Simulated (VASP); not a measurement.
MnO2:

```
Mn O
1.0
     1.42843    0.82471    4.58393
    -1.42843    0.82471    4.58393
     0.00000   -1.64941    4.58393
Mn O
1 2
Cartesian
  0.0000 0.0000 0.0000
  0.0000 0.0000 10.1163
  0.0000 0.0000 3.6355
```

Base run:

| Property | Result |
| --- | --- |
| Program | VASP 6.6.1 |
| Functional | PBEsol |
| Potentials or basis | VASP PAW PBE potentials, release 64 (Mn_sv, O) |
| Cutoff | 700 eV |
| k mesh | 11 × 11 × 11 |
| Occupations | fermi-dirac, width 0.05 eV |
| Spin | collinear spin, ferromagnetic start |
| Starting moments | [5.5, 0.0, 0.0] μB |

Its results: band gap on the k mesh 0.75 eV (least direct gap 0.82 eV); pressure -2.3 GPa; net moment 3.00 μB per cell; site moments Mn +2.72; O +0.04 μB; largest force 0.176 eV/Å.

Task: After a change of settings the same cell gave: band gap on the k mesh 0.87 eV (least direct gap 0.93 eV); pressure 4.6 GPa; net moment 3.00 μB per cell; site moments Mn +2.72; O +0.04 μB; largest force 0.196 eV/Å. Which change was it?
A. moments at the start from [5.5, 0.0, 0.0] to [-2.09, 0.0, 0.0]
B. functional from PBEsol to PBE; moments at the start from [5.5, 0.0, 0.0] to [4.0, 0.0, 0.0]
C. moments at the start from [5.5, 0.0, 0.0] to [4.0, 0.0, 0.0]; dispersion from none to D3(BJ)

Result: B.

Caveats: a cell with one magnetic atom can't hold antiferromagnetic order, which such compounds often take; the PAW data sets were made with another functional, which shifts forces and pressure a little (at least some runs); the cell stands under pressure (at least some runs).
